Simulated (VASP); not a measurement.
A run of VASP 6.6.1:

Contents of POSCAR:

```
NiO
1.0
    0.0000000000      1.7018302086      4.7931152520
   -1.4738281935     -0.8509151042      4.7931152520
    1.4738281935     -0.8509151042      4.7931152520
Ni O
2 2
Direct
    0.5000000000     -0.5000000000      0.5000000000
    1.0000000000      0.0000000000      1.0000000000
    0.2500000001      0.2500000001      0.2500000001
    0.7499999999      0.7499999999      0.7499999999
```

Contents of INCAR.step1:

```
PREC = Accurate
ENCUT = 520
ISMEAR = 0
SIGMA = 0.05
LREAL = F
LASPH = T
NELM = 150
ISPIN = 2
MAGMOM = 1.73 -1.73 0 0
LMAXMIX = 4
NBANDS = 28
GGA = PE
ALGO = Normal
EDIFF = 1E-4
LWAVE = T
LCHARG = F
```

File INCAR.step2:

```
PREC = Accurate
ENCUT = 520
EDIFF = 1E-6
ISMEAR = 0
SIGMA = 0.05
LREAL = F
LASPH = T
NELM = 150
ALGO = Normal
ISIF = 2
LWAVE = F
LCHARG = T
ISPIN = 2
MAGMOM = 1.73 -1.73 0 0
LORBIT = 11
LMAXMIX = 4
METAGGA = R2SCAN
LMIXTAU = T
LELF = T
LVHAR = T
NBANDS = 28
ISTART = 1
```

Contents of KPOINTS:

```
Automatic mesh
0
Gamma
  10 10 10
```

Potentials or basis: VASP PAW PBE potentials, release 64 (Ni, O).

The run is started by

```console
$ cat potpaw_PBE.64/Ni/POTCAR potpaw_PBE.64/O/POTCAR > POTCAR
$ cp INCAR.step1 INCAR
$ mpirun -np 1 vasp_std > vasp.out
$ cp INCAR.step2 INCAR
$ mpirun -np 1 vasp_std > vasp.out
```

Hardware: 1 thread of Intel(R) Xeon(R) Platinum 8488C (Sapphire Rapids), on a shared host.

**Question.** How long does it take, and how much memory?

**Answer.** It took 25 min on 1 thread of Intel(R) Xeon(R) Platinum 8488C (Sapphire Rapids), on a shared host, peak memory 0.42 GiB. Counts: k points 116.
